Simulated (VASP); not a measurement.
A run of VASP 6.6.1 is set up as follows.

INCAR

```
SYSTEM = LiF
ALGO = Normal
EDIFF = 1E-6
ENCUT = 520
GGA = PE
ISIF = 2
ISMEAR = 0
LASPH = .TRUE.
LCHARG = .FALSE.
LREAL = .FALSE.
LWAVE = .FALSE.
NBANDS = 18
NELM = 100
PREC = Accurate
SIGMA = 0.01
```

The input KPOINTS:

```
k-points
0
G
  9 9 4
  0 0 0
```

File POSCAR:

```
LiF
1.0
    2.7757075659      0.0000000000      0.0000000000
   -1.3878537829      2.4038332655      0.0000000000
    0.0000000000      0.0000000000      4.7826938440
Li F
2 2
Direct
    0.0000000000      0.0000000000      0.0000000000
    0.0000000000      0.0000000000      0.5000000000
    0.3333333333      0.6666666667      0.2500000000
    0.6666666667      0.3333333333      0.7500000000
```

Potentials or basis: VASP PAW PBE potentials, release 64 (Li_sv, F).

Launch:

```bash
$ cat potpaw_PBE.64/Li_sv/POTCAR potpaw_PBE.64/F/POTCAR > POTCAR
$ mpirun -np 1 vasp_std > vasp.out
```

Estimate the band gap on the k mesh.

9.22 eV.

Caveat: an odd mesh through Γ misses points on the zone boundary, where band edges can lie.
